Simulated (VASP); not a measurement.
Wanted: the native input for a VASP 6.6.1 run.

- Task: single point
- Functional: PBE
- Potentials or basis: VASP PAW PBE potentials, release 64 (Hf_pv, B)
- Cutoff: 520 eV
- k mesh: 6 × 6 × 6
- Occupations: gaussian, width 0.1 eV
- Spin: no spin polarisation
- Dipole correction: no
- Further INCAR settings: ALGO = Normal; EDIFF = 1e-06; NBANDS = 18

The structure of HfB3 lies in POSCAR:

```
HfB3
1.0
    3.5059505500      0.0000000000      0.0000000000
    0.0000000000      3.5059505500      0.0000000000
    0.0000000000      0.0000000000      3.5059505500
Hf B
1 3
Direct
    0.0000000000      0.0000000000      0.0000000000
    0.0000000000      0.5000000000      0.5000000000
    0.5000000000      0.0000000000      0.5000000000
    0.5000000000      0.5000000000      0.0000000000
```

The input as run:

INCAR

```
  PREC = Accurate
  ENCUT = 520
  EDIFF = 1E-6
  ISMEAR = 0
  SIGMA = 0.1
  LREAL = F
  LASPH = T
  NELM = 80
  ALGO = Normal
  ISIF = 2
  LWAVE = F
  LCHARG = T
  GGA = PE
  LELF = T
  LVHAR = T
  NBANDS = 18
```

KPOINTS

```
regular mesh
0
Gamma
  6 6 6
```

Potentials or basis: VASP PAW PBE potentials, release 64 (Hf_pv, B).

Launch:

```bash
$ cat potpaw_PBE.64/Hf_pv/POTCAR potpaw_PBE.64/B/POTCAR > POTCAR
$ mpirun -np 1 vasp_std > vasp.out
```

It gave:

```json
{
  "Pressure": "-15.3 GPa"
}
```

It took 15 s on 1 thread of Intel(R) Xeon(R) Platinum 8259CL CPU @ 2.50GHz (Skylake/Cascade Lake) (shared host), peak memory 0.16 GiB.
